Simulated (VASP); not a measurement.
Write the native input for VASP 6.6.1 that does the following.

```
Task                               : single point
Functional                         : HSE06
Potentials or basis                : VASP PAW PBE potentials, release 64 (Ca_sv, O)
Cutoff                             : 520 eV
k mesh                             : 6 × 6 × 6
Occupations                        : gaussian, width 0.01 eV
Spin                               : no spin polarisation
Dipole correction                  : no
Grid for exact exchange (PRECFOCK) : Normal
Further INCAR settings             : ALGO = Normal; EDIFF = 1e-07; NBANDS = 15
Share of exact exchange            : 0.25
Screening parameter                : 0.2079 1/Å
```

Crystal: CaO.

```
CELL_PARAMETERS angstrom
0.04114 2.39937 2.39937
2.39937 0.04114 2.39937
2.39937 2.39937 0.04114
ATOMIC_POSITIONS crystal
Ca 0.00000 0.00000 0.00000
O 0.50000 0.50000 0.50000
```

This cell differs from its parent crystal: epitaxial 111 strain -1.6%.

The input as run:

POSCAR

```
CaO
1.0
    0.0411374376      2.3993677344      2.3993677344
    2.3993677344      0.0411374376      2.3993677344
    2.3993677344      2.3993677344      0.0411374376
Ca O
1 1
Direct
    0.0000000000      0.0000000000      0.0000000000
    0.5000000000      0.5000000000      0.5000000000
```

INCAR.step1

```
SYSTEM = CaO
ALGO     = Normal         ! electronic algorithm
EDIFF    = 1E-5           ! SCF threshold, eV
ENCUT    = 520            ! plane-wave cutoff, eV
GGA      = PE             ! functional
ISIF     = 2              ! what is computed and relaxed
ISMEAR   = 0              ! smearing method
LASPH    = .True.         ! aspherical terms in the spheres
LREAL    = .False.        ! projectors in reciprocal space
LWAVE    = .True.         ! write WAVECAR
NBANDS   = 15             ! bands
NELM     = 100            ! most SCF steps
PREC     = Accurate       ! precision mode
SIGMA    = 0.01           ! smearing width, eV
```

INCAR.step2

```
SYSTEM = CaO
ALGO     = Normal         ! electronic algorithm
EDIFF    = 1E-7           ! SCF threshold, eV
ENCUT    = 520            ! plane-wave cutoff, eV
GGA      = PE             ! functional
HFSCREEN = 0.2079         ! screening, 1/A
ISIF     = 2              ! what is computed and relaxed
ISMEAR   = 0              ! smearing method
ISTART   = 1            
LASPH    = .True.         ! aspherical terms in the spheres
LCHARG   = .True.         ! write CHGCAR
LELF     = .True.         ! ELF
LHFCALC  = .True.         ! exact exchange
LREAL    = .False.        ! projectors in reciprocal space
LVHAR    = .True.       
LWAVE    = .False.        ! write WAVECAR
NBANDS   = 15             ! bands
NELM     = 100            ! most SCF steps
PREC     = Accurate       ! precision mode
PRECFOCK = Normal       
SIGMA    = 0.01           ! smearing width, eV
```

KPOINTS

```
k-points
0
Gamma
  6 6 6
  0 0 0
```

Potentials or basis: VASP PAW PBE potentials, release 64 (Ca_sv, O).

Command:

```sh
$ cat potpaw_PBE.64/Ca_sv/POTCAR potpaw_PBE.64/O/POTCAR > POTCAR
$ cp INCAR.step1 INCAR
$ mpirun -np 1 vasp_std > vasp.out
$ cp INCAR.step2 INCAR
$ mpirun -np 1 vasp_std > vasp.out
```

It gave:

```yaml
Pressure: 3.9 GPa
Band_gap_on_the_k_mesh: 5.25 eV (least direct gap 5.66 eV)
```

Caveat: the cell differs from its parent crystal (epitaxial 111 strain -1.6%); the cell stands under pressure; the PAW data sets were made with another functional, which shifts forces and pressure a little.

Run time: 34 min on 1 thread of Intel(R) Xeon(R) 6975P-C (Granite Rapids) (shared host), peak memory 0.27 GiB.
